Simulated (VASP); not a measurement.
Crystal: AlNi.

```
CELL_PARAMETERS angstrom
2.88100 0.00000 0.00000
0.00000 2.88100 0.00000
0.00000 0.00000 2.88100
ATOMIC_POSITIONS crystal
Ni 0.50000 0.50000 0.50000
Al 0.00000 0.00000 0.00000
```

Base run:

- Program: VASP 6.6.1
- Functional: PBE
- Potentials or basis: VASP PAW PBE potentials, release 64 (Ni_sv_GW, Al)
- Cutoff: 690 eV
- k mesh: 8 × 8 × 8
- Occupations: fermi-dirac, width 0.05 eV
- Spin: collinear spin, ferromagnetic start
- Starting moments: [2.0, 0.0] μB
- Fixed moment: 2 μB

Its results: pressure 19.9 GPa; site moments Ni +1.29; Al +0.14 μB.

Q: After a change of settings the same cell gave: pressure 15.0 GPa; site moments Ni +1.29; Al +0.14 μB. Which change was it?
A. fixed moment from 2 μB to 0.8 μB; moments at the start from [2.0, 0.0] to [0.8, 0.0]
B. functional from PBE to PBEsol
C. fixed moment from 2 μB to 0.5 μB; moments at the start from [2.0, 0.0] to [0.5, 0.0]
D. fixed moment from 2 μB to 1 μB; moments at the start from [2.0, 0.0] to [1.0, 0.0]

A: B.

PBEsol binds more tightly than PBE, so the same cell stands under less pressure.

Caveats: the cell stands under pressure; the total moment is fixed, so each spin has its own Fermi level and the state may be an excited one; the PAW data sets were made with another functional, which shifts forces and pressure a little (at least some runs).
